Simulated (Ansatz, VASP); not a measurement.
One calculation of P, two programs

```
P
1.0
     1.66118   -5.09856    0.00000
     1.66118    5.09856    0.00000
     0.00000    0.00000    4.16348
P
4
Cartesian
  1.6612 -4.0137 0.2991
  1.6612 -1.0848 2.3808
  1.6612 4.0137 3.8644
  1.6612 1.0848 1.7827
```

Alike in both runs: functional PBE; dispersion D3(BJ); k mesh 12 × 12 × 10; occupations gaussian, width 0.05 eV; no spin polarisation.

Ansatz relaxed the structure, and its values are those at the end. VASP's run is a single point on that final structure, the one shown.

|  | VASP | Ansatz |
| --- | --- | --- |
| version | VASP 6.6.1 | Ansatz 0.2.0 |
| potentials or method | VASP PAW PBE potentials, release 64 (P) | scalar-relativistic, plane waves, PAW |
| plane-wave cutoff (eV) | 520 | 420 |
| valence electrons in the cell | 20 | 20 |

|  | VASP | Ansatz | Ansatz less VASP |
| --- | --- | --- | --- |
| gap on the k mesh at the Fermi level (eV) | none | none | - |
| pressure (GPa) | -0.4 | 0.0 | +0.35 |
| rms of the force components (eV/Å) | 0.035 | 0.000 | -0.0348 |

A gap of «none» marks a metal or a gap that the smearing closes.
